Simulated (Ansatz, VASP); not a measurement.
# Two plane-wave programs on Hg2S3

```xyz
5
Lattice="1.9556 1.1291 7.8452 -1.9556 1.1291 7.8452 0.0000 -2.2582 7.8452" Properties=species:S:1:pos:R:3 pbc="T T T"
Hg    0.0000    0.0000    9.4950
Hg    0.0000    0.0000   14.0405
S     0.0000    0.0000    0.0000
S     0.0000    0.0000    4.7792
S     0.0000    0.0000   18.7563
```

Alike in both runs: functional PBE; k mesh 12 × 12 × 12; occupations gaussian, width 0.1 eV; no spin polarisation.

Ansatz relaxed the structure, and its values are those at the end. VASP's run is a single point on that final structure, the one shown.

|  | VASP | Ansatz |
| --- | --- | --- |
| version | VASP 6.6.1 | Ansatz 0.2.0 |
| potentials or method | VASP PAW PBE potentials, release 64 (Hg, S), cutoff 520 eV | scalar-relativistic, plane waves, PAW |
| valence electrons in the cell | 42 | 58 |

Ansatz gave:

* gap on the k mesh at the Fermi level (eV): none
* pressure (GPa): 0.0
* rms of the force components (eV/Å): 0.001

**Question.** What did VASP give for the same quantities?

**Answer.** gap on the k mesh at the Fermi level (eV): none; pressure (GPa): 0.3; rms of the force components (eV/Å): 0.015.

A gap of «none» marks a metal or a gap that the smearing closes. The functional is the same, so the differences come from potentials, cutoffs and numerics. VASP's potentials hold 42 valence electrons a cell and Ansatz's 58, so a difference there can come from the potentials and not from the codes.

Neither program's run includes spin-orbit coupling.
